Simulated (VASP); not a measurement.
A run of VASP 6.6.1:

The input INCAR:

```
PREC = Accurate
ENCUT = 520
EDIFF = 1E-7
ISMEAR = 0
SIGMA = 0.1
LREAL = False
LASPH = True
NELM = 100
ALGO = Normal
ISIF = 2
LWAVE = False
LCHARG = False
GGA = PE
NBANDS = 11
```

Contents of KPOINTS:

```
regular mesh
0
Gamma
  6 6 6
```

Contents of POSCAR:

```
MgS
1.0
    0.0000000000      2.6216457242      2.6216457242
    2.6216457242      0.0000000000      2.6216457242
    2.6216457242      2.6216457242      0.0000000000
Mg S
1 1
Direct
    0.0000000000      0.0000000000      0.0000000000
    0.5000000000      0.5000000000      0.5000000000
```

Potentials or basis: VASP PAW PBE potentials, release 64 (Mg, S).

Run with:

```bash
$ cat potpaw_PBE.64/Mg/POTCAR potpaw_PBE.64/S/POTCAR > POTCAR
$ mpirun -np 1 vasp_std > vasp.out
```

Hardware: 1 thread of Intel(R) Xeon(R) Platinum 8259CL CPU @ 2.50GHz (Skylake/Cascade Lake), with other jobs on the host.

Problem. Estimate the wall time of this run.

Solution. It took 8.3 s on 1 thread of Intel(R) Xeon(R) Platinum 8259CL CPU @ 2.50GHz (Skylake/Cascade Lake), with other jobs on the host, peak memory 0.15 GiB. Counts: scf iterations 12, k points 16.
